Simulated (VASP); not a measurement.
Input of a VASP 6.6.1 run:

File INCAR:

```
SYSTEM = Pt
ALGO = Normal ; EDIFF = 1E-6
ENCUT = 520 ; GGA = PS
ISIF = 2 ; ISMEAR = 0
LASPH = .True. ; LCHARG = .True.
LELF = .True. ; LREAL = .False.
LVHAR = .True. ; LWAVE = .False.
NBANDS = 11 ; NELM = 80
PREC = Accurate ; SIGMA = 0.1
```

The input KPOINTS:

```
k-points
0
Gamma
  18 18 18
  0 0 0
```

POSCAR

```
Pt
1.0
    0.0000000000      2.0480423960      2.0480423960
    2.0480423960      0.0000000000      2.0480423960
    2.0480423960      2.0480423960      0.0000000000
Pt
1
Direct
    0.0000000000      0.0000000000      0.0000000000
```

Potentials or basis: VASP PAW PBE potentials, release 64 (Pt).

Command:

```bash
$ cat potpaw_PBE.64/Pt/POTCAR > POTCAR
$ mpirun -np 1 vasp_std > vasp.out
```

What does it give for the pressure?

-26.9 GPa.

What does it give for the band gap on the k mesh?

Zero (band 5 reaches 9.13 eV, above the bottom of band 6 at 7.36 eV).

Caveat: the cell differs from its parent crystal (strained); the PAW data sets were made with another functional, which shifts forces and pressure a little; spin-orbit coupling is left out, which moves the levels of the heavy elements.
